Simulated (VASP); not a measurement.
A run of VASP 6.6.1 is set up as follows.

The input INCAR:

```
ALGO = Normal
EDIFF = 1E-6
ENCUT = 520
GGA = CA
ISIF = 2
ISMEAR = 0
LASPH = True
LCHARG = False
LREAL = False
LWAVE = False
NBANDS = 16
NELM = 100
PREC = Accurate
SIGMA = 0.05
```

Contents of KPOINTS:

```
k-points
0
Gamma
  9 9 6
```

The input POSCAR:

```
AlN
1.0
    3.0887424016      0.0000000000      0.0000000000
   -1.5443712008      2.6749293856      0.0000000000
    0.0000000000      0.0000000000      4.9437688231
Al N
2 2
Direct
    0.3461934859      0.6923869718      0.0015212672
    0.6538065141      0.3076130282      0.5015212672
    0.3218578045      0.6437156091      0.3834787328
    0.6781421955      0.3562843909      0.8834787328
```

Potentials or basis: VASP PAW LDA potentials, release 64 (Al, N).

Launch:

```bash
$ cat potpaw_LDA.64/Al/POTCAR potpaw_LDA.64/N/POTCAR > POTCAR
$ mpirun -np 1 vasp_std > vasp.out
```

Question: Predict the band gap on the k mesh.

Answer: 4.36 eV, direct.

Question: Estimate the pressure.

Answer: 0.5 GPa.

Question: Estimate the largest force.

Answer: 0.416 eV/Å.

Stress tensor (GPa, compression positive):
```
 0.85  0.00  0.00
 0.00 -0.06  0.00
 0.00  0.00  0.58
```

A k mesh can miss the band edges. Expect the measured gap to be larger: semilocal functionals such as LDA lack the derivative discontinuity.
